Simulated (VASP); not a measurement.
# CoO in VASP: notebook, part 2 of 2

VASP 6.6.1. Earlier steps stand in the parts before.

### 3 Single point, PBE+U, collinear spin, antiferromagnetic start

This run uses another cell than the first one, of 7.51 Å³/atom.

INCAR reads:

```
PREC = Accurate
ENCUT = 520
EDIFF = 1E-7
ISMEAR = 0
SIGMA = 0.02
LREAL = False
LASPH = True
NELM = 150
ALGO = Normal
ISIF = 2
LWAVE = False
LCHARG = False
ISPIN = 2
MAGMOM = -2.4 2.4 0.14 -0.14
LORBIT = 11
LMAXMIX = 4
LDAU = True
LDAUTYPE = 2
LDAUL = 2 -1
LDAUU = 3.32 0
LDAUJ = 0 0
LDAUPRINT = 1
GGA = PE
NBANDS = 27
```

KPOINTS reads:

```
regular mesh
0
Gamma
  12 12 6
```

POSCAR reads:

```
CoO
1.0
    2.4251554707      0.0000000000      0.0000000000
   -1.2125777353      2.1002462458      0.0000000000
    0.0000000000      0.0000000000      5.8958246196
Co O
2 2
Direct
    0.0000000000      0.0000000000      0.0416855904
    0.3333333333      0.6666666667      0.5416887211
    0.0000000000      0.0000000000      0.3333121200
    0.3333333333      0.6666666667      0.8333145686
```

Potentials or basis: VASP PAW PBE potentials, release 64 (Co, O).

Run with:

```sh
> cat potpaw_PBE.64/Co/POTCAR potpaw_PBE.64/O/POTCAR > POTCAR
> mpirun -np 1 vasp_std > vasp.out
```

OUTCAR:

```text
PREC = Accurate
   ENCUT = 520
   EDIFF = 1E-7
   ISMEAR = 0
   LREAL = False
   LASPH = True
   NELM = 150
   ISIF = 2
   ISPIN = 2
   LORBIT = 11
   GGA = PE

 ion  position               nearest neighbor table
   1  0.000  0.000  0.042-   3 1.72   4 1.86   4 1.86   4 1.86
   2  0.333  0.667  0.542-   4 1.72   3 1.86   3 1.86   3 1.86
   3  0.000  0.000  0.333-   1 1.72   2 1.86   2 1.86   2 1.86
   4  0.333  0.667  0.833-   2 1.72   1 1.86   1 1.86   1 1.86

  LATTYP: Found a hexagonal cell.
 ALAT       =     2.4251554707
 C/A-ratio  =     2.4311120218

  Lattice vectors:

 A1 = (   2.4251554707,   0.0000000000,   0.0000000000)
 A2 = (  -1.2125777353,   2.1002462458,   0.0000000000)
 A3 = (   0.0000000000,   0.0000000000,   5.8958246196)

Analysis of symmetry for initial positions (statically):
=====================================================================
 Subroutine PRICEL returns:
 Original cell was already a primitive cell.

 Routine SETGRP: Setting up the symmetry group for a
 hexagonal supercell.

 Subroutine GETGRP returns: Found 12 space group operations
 (whereof  6 operations were pure point group operations)
 out of a pool of 24 trial point group operations.

The static configuration has the point symmetry C_3v.
 The point group associated with its full space group is C_6v.

Analysis of symmetry for dynamics (positions and initial velocities):
=====================================================================
 Subroutine PRICEL returns:
 Original cell was already a primitive cell.

 Routine SETGRP: Setting up the symmetry group for a
 hexagonal supercell.

[... 233 lines left out ...]
  o =  0.9761  v = -0.0000 -0.0000  1.0000  0.0000  0.0000  0.0000  0.0000  0.0000  0.0000  0.0000      0.0000  0.0000  0.0000  0.0000  0.0000  0.0000  0.0000  0.0000  0.0000  0.0000

 number of electron      29.9999995 magnetization       0.0000000

 Free energy of the ion-electron system (eV)
  ---------------------------------------------------
  ext. energy  EPLUGINS =         0.00000000
  ---------------------------------------------------
  free energy    TOTEN  =       -20.02642072 eV

  energy without entropy =      -20.02584514  energy(sigma->0) =      -20.02613293

 E-fermi :  10.6340     XC(G=0): -13.8903

 val. band max:       10.6335638670   @ k =   0.4167   0.0833   0.3333
 cond. band min:      10.6454569420   @ k =   0.4167   0.0833   0.1667
 fundamental gap:      0.0118930750
 Fermi energy:        10.6339695889

 spin component 1

 k-point     1 :       0.0000    0.0000    0.0000
  band No.  band energies     occupation
      1     -11.1409      1.00000
      2     -10.2159      1.00000
      3       1.0224      1.00000
      4       2.2455      1.00000
      5       5.2056      1.00000
      6       5.2056      1.00000
[... 1433 lines left out ...]
     26      31.5753      0.00000
     27      31.9010      0.00000

 [... further k-points ...]

------------------------ aborting loop because EDIFF is reached ----------------------------------------

  FORCE on cell =-STRESS in cart. coord.  units (eV):
  Direction    XX          YY          ZZ          XY          YZ          ZX
  --------------------------------------------------------------------------------------
  -------------------------------------------------------------------------------------
  Total       15.0321378     15.0321378     13.8007583      0.0000000      0.0000000     -0.0000000
  in kB      802.0048070    802.0048070    736.3074154      0.0000000      0.0000000     -0.0000000
  external PRESSURE =     780.1056765 kB  Pullay stress =       0.0000000 kB

 VOLUME and BASIS-vectors are now :
 -----------------------------------------------------------------------------
  energy-cutoff  :      520.00
  volume of cell :       30.03
      direct lattice vectors                 reciprocal lattice vectors
     2.425155471  0.000000000  0.000000000     0.412344698  0.238067322  0.000000000
    -1.212577735  2.100246246  0.000000000     0.000000000  0.476134645  0.000000000
     0.000000000  0.000000000  5.895824620     0.000000000  0.000000000  0.169611558

 POSITION                                       TOTAL-FORCE (eV/Angst)
 -----------------------------------------------------------------------------------
      0.00000      0.00000      0.24577        -0.000000     -0.000000      0.085217
     -0.00000      1.40016      3.19370         0.000000      0.000000      0.085217
      0.00000      0.00000      1.96515         0.000000     -0.000000     -0.085217
     -0.00000      1.40016      4.91308        -0.000000      0.000000     -0.085217
 -----------------------------------------------------------------------------------
    total drift:                                0.000000      0.000000     -0.000110

  FREE ENERGIE OF THE ION-ELECTRON SYSTEM (eV)
  ---------------------------------------------------
  free  energy   TOTEN  =       -20.0264207222 eV

  energy  without entropy=      -20.0258451384  energy(sigma->0) =      -20.02613293

 total charge

# of ion       s       p       d       tot
------------------------------------------
    1        0.505   0.769   7.527   8.801
    2        0.505   0.769   7.527   8.801
    3        1.584   3.534   0.000   5.119
    4        1.584   3.534   0.000   5.119
--------------------------------------------------
tot          4.179   8.606  15.055  27.840

 magnetization (x)

# of ion       s       p       d       tot
------------------------------------------
    1        0.002   0.011  -2.109  -2.095
    2       -0.002  -0.011   2.109   2.095
    3        0.010   0.055   0.000   0.065
    4       -0.010  -0.055   0.000  -0.065
--------------------------------------------------
tot          0.000   0.000   0.000   0.000
```

OSZICAR:

```text
N       E                     dE             d eps       ncg     rms          rms(c)
DAV:   1     0.253727423471E+03    0.25373E+03   -0.13429E+04  8456   0.147E+03
DAV:   2    -0.176429960242E+01   -0.25549E+03   -0.22581E+03  8290   0.338E+02
DAV:   3    -0.253144590393E+02   -0.23550E+02   -0.22695E+02  9087   0.117E+02
[... 12 lines left out ...]
DAV:  16    -0.200264178009E+02   -0.12331E-04   -0.64000E-05 11386   0.641E-02    0.159E-02
DAV:  17    -0.200264185967E+02   -0.79573E-06   -0.90554E-06 11221   0.236E-02    0.625E-03
DAV:  18    -0.200264203812E+02   -0.17846E-05   -0.79727E-06 11727   0.246E-02    0.274E-03
DAV:  19    -0.200264206974E+02   -0.31618E-06   -0.10656E-06  9994   0.981E-03    0.985E-04
DAV:  20    -0.200264207222E+02   -0.24779E-07   -0.26043E-07  6011   0.394E-03
   1 F= -.20026421E+02 E0= -.20026133E+02  d E =-.575584E-03  mag=     0.0000
```

Wall time 90 s (1 thread of Intel Xeon 6975P-C (Granite Rapids), shared host); peak memory 0.22 GiB.

Results:

| Property | Result |
| --- | --- |
| Free energy | -20.0264 eV |
| Pressure | 78.0 GPa |
| Largest force | 0.085 eV/Å |
| Band gap on the k mesh | zero (filled and empty bands overlap) |
| Net moment | 0.00 μB per cell |
| Site moments | Co -2.10, +2.10; O +0.07, -0.07 μB |
| Valence electrons inside the program's atomic spheres | Co 8.80; O 5.12 |

Forces on the atoms (eV/Å):
```
Co   0.000  0.000  0.085
Co   0.000  0.000  0.085
O    0.000  0.000 -0.085
O    0.000  0.000 -0.085
```

Eigenvalues of the final occupation matrices:
```
    site  spin  trace               eigenvalues
site 1 d     1   2.73  0.36 0.36 0.56 0.73 0.73
site 1 d     2   4.84  0.96 0.96 0.97 0.97 0.98
site 2 d     1   4.84  0.96 0.96 0.97 0.97 0.98
site 2 d     2   2.73  0.36 0.36 0.56 0.73 0.73
```

Caveat: the stress differs along the axes, from 74 to 80 GPa.

### 4 Relaxation of cell and atoms, PBE+U, collinear spin, antiferromagnetic start

This run uses another cell than the first one, of 11.58 Å³/atom.

INCAR reads:

```
SYSTEM = CoO
ALGO = Normal
EDIFF = 1E-6
EDIFFG = -0.05
ENCUT = 600
GGA = PE
IBRION = 2
ISIF = 3
ISMEAR = 0
ISPIN = 2
LASPH = .True.
LCHARG = .False.
LDAU = .True.
LDAUJ = 0 0
LDAUL = 2 -1
LDAUPRINT = 1
LDAUTYPE = 2
LDAUU = 3.32 0
LMAXMIX = 4
LORBIT = 11
LREAL = .False.
LWAVE = .False.
MAGMOM = -2.6 2.6 0.11 -0.11
NELM = 150
NSW = 100
PREC = Accurate
SIGMA = 0.1
```

KPOINTS reads:

```
k-points
0
Gamma
  6 6 4
  0 0 0
```

POSCAR reads:

```
CoO
1.0
    3.1976457435      0.0000000000      0.0000000000
   -1.5988228718      2.7692424462      0.0000000000
    0.0000000000      0.0000000000      5.2287097100
Co O
2 2
Direct
    0.0000000000      0.0000000000      0.0034741400
    0.3333333300      0.6666666700      0.5033624100
    0.0000000000      0.0000000000      0.3716088500
    0.3333333300      0.6666666700      0.8715556000
```

Run with:

```sh
> cat potpaw_PBE.64/Co/POTCAR potpaw_PBE.64/O/POTCAR > POTCAR
> mpirun -np 1 vasp_std > vasp.out
```

Run time: 2.4 min. Hardware: 1 thread of Intel Xeon 6975P-C (Granite Rapids), shared host; peak memory 0.23 GiB.

The run converged. Its results:

* Free energy: -24.4345 eV
* Relaxed volume: 12.22 Å³/atom
* Relaxed cell: a = 3.274 Å, b = 3.274 Å, c = 5.267 Å, α = 90.00°, β = 90.00°, γ = 120.00°
* Space group after relaxing (to 0.1 Å): P6_3mc (No. 186)
* Energy gained by relaxing: 14.7 meV/atom
* Ionic steps: 6
* Pressure after relaxing: -0.2 GPa
* Largest force after relaxing: 0.044 eV/Å
* Band gap on the k mesh: 1.21 eV (least direct gap 1.30 eV)
* Net moment: 0.00 μB per cell
* Site moments: Co -2.65, +2.65; O +0.09, -0.09 μB
* Valence electrons inside the program's atomic spheres: Co 7.89; O 5.01

Forces in eV/Å, atoms in the order of the input:
```
Co   0.000  0.000 -0.039
Co   0.000  0.000 -0.044
O    0.000  0.000  0.043
O    0.000  0.000  0.040
```

Stress tensor (GPa, compression positive):
```
-0.33  0.00  0.00
 0.00 -0.33  0.00
 0.00  0.00  0.09
```

Step by step:
```
step  energy change (eV)  largest force (eV/Å)  pressure (GPa)  volume (Å³)
   1              0.0000                0.1393            7.38        46.30
   2             -0.0446                0.0297           -2.92        49.97
   3             -0.0556                0.0576           -0.03        48.78
   4             -0.0556                0.0560           -0.16        48.83
   5             -0.0571                0.0515           -0.17        48.85
   6             -0.0590                0.0443           -0.19        48.89
```

Final structure:
```cif
data_structure
_symmetry_space_group_name_H-M 'P 1'
_symmetry_Int_Tables_number 1
_cell_length_a 3.2740
_cell_length_b 3.2740
_cell_length_c 5.2666
_cell_angle_alpha 90.000
_cell_angle_beta 90.000
_cell_angle_gamma 120.000
_cell_volume 48.89
loop_
_atom_site_label
_atom_site_type_symbol
_atom_site_fract_x
_atom_site_fract_y
_atom_site_fract_z
_atom_site_occupancy
Co1 Co 0.00000 0.00000 0.00068 1
Co2 Co 0.33333 0.66667 0.50075 1
O1 O 0.00000 0.00000 0.37426 1
O2 O 0.33333 0.66667 0.87431 1
```

Levels at points of the mesh, in eV from the valence-band top:
Spin up:
| k point | band 13 | band 14 | band 15 | band 16 | band 17 | band 18 |
| --- | --- | --- | --- | --- | --- | --- |
| (0.00, 0.00, 0.00) | -1.27 | -0.09 | -0.09 | 1.21 | 3.44 | 4.04 |
| (0.50, 0.00, 0.00) | -1.63 | -0.70 | -0.26 | 2.20 | 2.78 | 3.40 |
| (0.00, 0.00, 0.50) | -1.42 | 0.00 | 0.00 | 2.90 | 3.54 | 3.97 |
| (0.50, 0.00, 0.50) | -1.31 | -0.73 | -0.64 | 2.27 | 3.10 | 3.35 |
Spin down:
```
           k point  band 12  band 13  band 14  band 15  band 16  band 17  band 18  band 19
(0.00, 0.00, 0.00)    -1.31    -1.27    -0.09    -0.09     1.21     3.44     4.04     4.04
(0.50, 0.00, 0.00)    -1.90    -1.63    -0.70    -0.26     2.20     2.78     3.40     6.56
(0.00, 0.00, 0.50)    -1.42    -1.42     0.00     0.00     2.90     3.54     3.97     3.97
(0.50, 0.00, 0.50)    -1.43    -1.31    -0.73    -0.64     2.27     3.10     3.35     6.14
```

Eigenvalues of the final occupation matrices:
```
    site  spin  trace               eigenvalues
site 1 d     1   2.29  0.12 0.12 0.14 0.96 0.96
site 1 d     2   4.89  0.97 0.97 0.98 0.99 0.99
site 2 d     1   4.89  0.97 0.97 0.98 0.99 0.99
site 2 d     2   2.29  0.12 0.12 0.14 0.96 0.96
```

Caveat: the relaxation stopped at a loose force limit of 0.05 eV/Å, so its end isn't a converged minimum. A k mesh can miss the band edges.

### 5 The runs side by side

```tsv
task	cell	k mesh	cutoff (eV)	smearing	gap on the mesh (eV)	pressure (GPa)	moment (μB)	largest force (eV/Å)
single point	a = 3.285, b = 3.285, c = 5.295 Å, angles 90.0, 90.0, 120.0°, 4 atoms, atomic positions A	6 × 6 × 4	520	gaussian 0.1 eV	1.20	-1.6	0.00	0.01
single point	a = 2.425, b = 2.425, c = 5.896 Å, angles 90.0, 90.0, 120.0°, 4 atoms, atomic positions B	12 × 12 × 6	520	gaussian 0.02 eV	none	78.0	0.00	0.09
relaxation of cell and atoms	relaxed from a = 3.198, b = 3.198, c = 5.229 Å, angles 90.0, 90.0, 120.0°, 4 atoms, atomic positions C	6 × 6 × 4	600	gaussian 0.1 eV	1.21	-0.2	0.00	0.04
```

Alike in all rows: level PBE+U; potentials or basis VASP PAW PBE potentials, release 64 (Co, O); spin collinear, antiferromagnetic start; Co d U = 3.32 eV.

Caveats: the stress differs along the axes, from 74 to 80 GPa (at least some runs); the relaxation stopped at a loose force limit of 0.05 eV/Å, so its end isn't a converged minimum (at least some runs).

Absolute energies hang on the potentials; compare differences alone.
